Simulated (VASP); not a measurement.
A run of VASP 6.6.1 is set up as follows.

The input INCAR:

```
SYSTEM = Ni3Ge
PREC = Accurate ; ENCUT = 520
EDIFF = 1E-6 ; ISMEAR = 0
SIGMA = 0.15 ; LREAL = .False.
LASPH = .True. ; NELM = 80
ALGO = Fast ; ISIF = 2
LWAVE = .False. ; LCHARG = .True.
GGA = PS ; LELF = .True.
LVHAR = .True. ; NBANDS = 30
```

File KPOINTS:

```
Automatic mesh
0
Gamma
  14 14 14
  0 0 0
```

Contents of POSCAR:

```
Ni3Ge
1.0
    3.6306617028      0.0000000000      0.0000000000
    0.0000000000      3.6306617028      0.0000000000
    0.0000000000      0.0000000000      3.4191668464
Ni Ge
3 1
Direct
    0.5000000000      0.0000000000      0.5000000000
    0.0000000000      0.5000000000      0.5000000000
    0.5000000000      0.5000000000      0.0000000000
    0.0000000000      0.0000000000      0.0000000000
```

Potentials or basis: VASP PAW PBE potentials, release 64 (Ni, Ge_d).

Command:

```console
$ cat potpaw_PBE.64/Ni/POTCAR potpaw_PBE.64/Ge_d/POTCAR > POTCAR
$ mpirun -np 1 vasp_std > vasp.out
```

Estimate the band gap on the k mesh.

zero (bands 22 and 23 overlap by 0.35 eV).

Predict the pressure.

-5.3 GPa.

Stress tensor (GPa, compression positive):
```
-7.68  0.00  0.00
 0.00 -7.68  0.00
 0.00  0.00 -0.60
```

Caveat: the cell differs from its parent crystal (strain +0.030 along x and y, -0.030 along z); the stress differs along the axes, from -8 to -1 GPa; the PAW data sets were made with another functional, which shifts forces and pressure a little. Spin polarisation is off, so any magnetic state and its effect on volume and gap are missing.
